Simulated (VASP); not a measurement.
Input of a VASP 6.6.1 run:

The input INCAR:

```
  PREC = Accurate
  ENCUT = 520
  EDIFF = 1E-7
  ISMEAR = 0
  SIGMA = 0.05
  LREAL = F
  LASPH = T
  NELM = 80
  ALGO = Normal
  ISIF = 2
  LWAVE = F
  LCHARG = F
  GGA = PE
  NBANDS = 18
```

File KPOINTS:

```
regular mesh
0
Gamma
  12 12 8
```

Contents of POSCAR:

```
PtS2
1.0
    3.2774595151      0.0000000000      0.0000000000
   -1.6387297576      3.0685007567      0.0000000000
    0.0000000000      0.0000000000      5.0388000000
Pt S
1 2
Direct
    0.0000000000      0.0000000000      0.0000000000
    0.3333333333      0.6666666667      0.2500000000
    0.6666666667      0.3333333333      0.7500000000
```

Potentials or basis: VASP PAW PBE potentials, release 64 (Pt, S).

Command:

```console
$ cat potpaw_PBE.64/Pt/POTCAR potpaw_PBE.64/S/POTCAR > POTCAR
$ mpirun -np 1 vasp_std > vasp.out
```

Problem. What does it give for the largest force?

Solution. 0.929 eV/Å.

Problem. What does it give for the pressure?

Solution. 17.6 GPa.

Stress tensor (GPa, compression positive):
```
29.05  0.00  0.00
 0.00 12.97 -6.17
 0.00 -6.17 10.70
```

Caveat: the cell differs from its parent crystal (strain -0.0750 x Voigt [1, 0, 0, 0, 0, 0]).
